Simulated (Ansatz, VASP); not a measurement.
## Two plane-wave programs on AgI

```
CELL_PARAMETERS angstrom
4.48574 0.00000 0.00000
-2.24287 3.88476 0.00000
0.00000 0.00000 7.34081
ATOMIC_POSITIONS crystal
Ag 0.66667 0.33333 0.62769
Ag 0.33333 0.66667 0.12769
I 0.66667 0.33333 0.00231
I 0.33333 0.66667 0.50231
```

Alike in both runs: functional LDA; k mesh 9 × 9 × 4; occupations gaussian, width 0.02 eV; no spin polarisation.

Ansatz relaxed the structure, and its values are those at the end. VASP's run is a single point on that final structure, the one shown.

|  | VASP | Ansatz |
| --- | --- | --- |
| version | VASP 6.6.1 | Ansatz 0.2.0 |
| potentials or method | VASP PAW LDA potentials, release 64 (Ag, I), cutoff 500 eV | scalar-relativistic, plane waves, PAW |
| valence electrons in the cell | 36 | 72 |

|  | VASP | Ansatz | Ansatz less VASP |
| --- | --- | --- | --- |
| gap on the k mesh at the Fermi level (eV) | 1.13 | 1.09 | -0.035 |
| least direct gap on the mesh (eV) | 1.13 | 1.09 | -0.035 |
| pressure (GPa) | 0.0 | 0.0 | -0.01 |

LDA's correlation is that of Perdew and Zunger in VASP and of Perdew and Wang (1992) in Ansatz. VASP's potentials hold 36 valence electrons a cell and Ansatz's 72, so a difference there can come from the potentials and not from the codes.

Spin-orbit coupling is off throughout.
